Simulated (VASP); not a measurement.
**MgS (lda): single point with LDA**

MgS (lda):

```
CELL_PARAMETERS angstrom
0.00000 2.60440 2.60440
2.60440 0.00000 2.60440
2.60440 2.60440 0.00000
ATOMIC_POSITIONS crystal
Mg 0.00000 0.00000 0.00000
S 0.50000 0.50000 0.50000
```

```
Program             : VASP 6.6.1
Task                : single point
Functional          : LDA
Potentials or basis : VASP PAW LDA potentials, release 64 (Mg, S)
Cutoff              : 600 eV
k mesh              : 6 × 6 × 6
Occupations         : gaussian, width 0.1 eV
Spin                : no spin polarisation
```

The pressure is -4.0 GPa and the band gap on the k mesh is 2.55 eV, indirect (least direct gap 3.47 eV).

Levels at points of the mesh, in eV from the valence-band top:
```tsv
k point	band 2	band 3	band 4	band 5	band 6	band 7
(0.00, 0.00, 0.00)	0.00	0.00	0.00	3.47	7.84	7.84
(0.50, 0.00, 0.00)	-4.89	-0.59	-0.59	4.37	6.74	6.74
(0.50, 0.50, 0.00)	-4.24	-1.70	-1.70	2.55	4.26	11.76
```

It used 7.2 s of CPU time on 1 thread of Intel Xeon 6975P-C, on a shared host.

A k mesh can miss the band edges. LDA gaps usually lie below the measured ones, often by a third to a half.
